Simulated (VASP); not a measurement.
Set up this calculation in VASP 6.6.1, as the native input.

```yaml
Task: single point
Functional: PBE
Dispersion: D3(BJ)
Potentials_or_basis: VASP PAW PBE potentials, release 64 (Sn_d, O)
Cutoff: 520 eV
k_mesh: 7 × 7 × 1
Occupations: gaussian, width 0.05 eV
Spin: no spin polarisation
Dipole_correction: yes
Further_INCAR_settings: ALGO = Normal; EDIFF = 1e-06; NBANDS = 50; NELMDL = -8
```

The structure of SnO lies in POSCAR:

```
SnO
1.0
    3.8201713480      0.0000000000      0.0000000000
    0.0000000000      3.8201713480      0.0000000000
    0.0000000000      0.0000000000     22.2260704682
Sn O
4 4
Direct
    0.5000000000      0.0000000000      0.2024649389
    0.0000000000      0.5000000000      0.3087831132
    0.2500000000      0.7500000000      0.4887519478
   -0.2500000000      1.2500000000      0.5950701221
    0.0000000000      0.0000000000      0.2556240261
    0.5000000000      0.5000000000      0.2556240261
   -0.2500000000      0.7500000000      0.5419110350
    0.2500000000      1.2500000000      0.5419110350
```

This cell differs from its parent crystal: layers slid over each other.

The input as run:

INCAR

```
SYSTEM = SnO
PREC     = Accurate       ! precision mode
ENCUT    = 520            ! plane-wave cutoff, eV
EDIFF    = 1E-6           ! SCF threshold, eV
ISMEAR   = 0              ! smearing method
SIGMA    = 0.05           ! smearing width, eV
LREAL    = .FALSE.        ! projectors in reciprocal space
LASPH    = .TRUE.         ! aspherical terms in the spheres
NELM     = 120            ! most SCF steps
ALGO     = Normal         ! electronic algorithm
ISIF     = 2              ! what is computed and relaxed
LWAVE    = .FALSE.        ! write WAVECAR
LCHARG   = .FALSE.        ! write CHGCAR
LDIPOL   = .TRUE.       
IDIPOL   = 3            
DIPOL    = 0.5 0.5 0.399
GGA      = PE             ! functional
IVDW     = 12             ! dispersion correction
NBANDS   = 50             ! bands
GGA_COMPAT= .FALSE.      
NELMDL   = -8
```

KPOINTS

```
regular mesh
0
G
  7 7 1
  0 0 0
```

Potentials or basis: VASP PAW PBE potentials, release 64 (Sn_d, O).

Command:

```console
$ cat potpaw_PBE.64/Sn_d/POTCAR potpaw_PBE.64/O/POTCAR > POTCAR
$ mpirun -np 1 vasp_std > vasp.out
```

It gave:

```yaml
Largest_force: 0.110 eV/Å
Band_gap_on_the_k_mesh: 2.46 eV (least direct gap 2.52 eV)
Dispersion_energy_per_atom: -0.157 eV
```

Caveat: the cell differs from its parent crystal (layers slid over each other); spin-orbit coupling is left out, which moves the levels of the heavy elements.

It took 10 min on 1 thread of Oxide Virtual Turin-like Processor, with other jobs on the host, peak memory 0.41 GiB.
